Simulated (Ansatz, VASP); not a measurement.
# Ga3As in VASP and in Ansatz

The input INCAR:

```
PREC = Accurate
ENCUT = 520
EDIFF = 1E-7
ISMEAR = 0
SIGMA = 0.1
LREAL = F
LASPH = T
NELM = 80
ALGO = Normal
ISIF = 2
LWAVE = F
LCHARG = F
GGA = PE
NBANDS = 30
```

File KPOINTS:

```
Automatic mesh
0
Gamma
  6 6 6
```

The input POSCAR:

```
Ga3As
1.0
   -2.0791363849      2.0791363849      4.6443046520
    2.0791363849     -2.0791363849      4.6443046520
    2.0791363849      2.0791363849     -4.6443046520
Ga As
3 1
Direct
    0.5000000000      0.5000000000      0.0000000000
    0.2500000000      0.7500000000      0.5000000000
    0.7500000000      0.2500000000      0.5000000000
    0.0000000000      0.0000000000      0.0000000000
```

Input for Ansatz:

```yaml
crystal:
  lattice:
    - [-2.0791363849, 2.0791363849, 4.644304652]
    - [2.0791363849, -2.0791363849, 4.644304652]
    - [2.0791363849, 2.0791363849, -4.644304652]
  atoms:
    - { symbol: Ga, position: [0.5, 0.5, 0.0] }
    - { symbol: Ga, position: [0.25, 0.75, 0.5] }
    - { symbol: Ga, position: [0.75, 0.25, 0.5] }
    - { symbol: As, position: [0.0, 0.0, 0.0] }
basis:
  ecutwfc: 420
kpoints:
  mp_grid: { grid: [6, 6, 6] }
hamiltonian:
  xc: pbe
scf:
  occupations: { method: gaussian, width: 0.1 }
  lower_state_search: "off"
output:
  forces: true
  stress: true
  eigenvalues: true
```

Alike in both runs: task single point; functional PBE; k mesh 6 × 6 × 6; occupations gaussian, width 0.1 eV; no spin polarisation.

```csv
,VASP,Ansatz
version,VASP 6.6.1,Ansatz 0.2.0
potentials or method,"VASP PAW PBE potentials, release 64 (Ga_d, As), cutoff 520 eV","scalar-relativistic, plane waves, PAW"
valence electrons in the cell,44,54
```

Ansatz gave:

| Quantity | Value |
| --- | --- |
| gap on the k mesh at the Fermi level (eV) | none |
| pressure (GPa) | -1.2 |
| traceless stress, the component that is largest in VASP (GPa) | -0.69 |

**Question.** Which values does VASP return?

**Answer.** gap on the k mesh at the Fermi level (eV): none; pressure (GPa): -1.1; traceless stress, the component that is largest in VASP (GPa): -0.70.

A gap of «none» marks a metal or a gap that the smearing closes. VASP's potentials hold 44 valence electrons a cell and Ansatz's 54, so a difference there can come from the potentials and not from the codes.
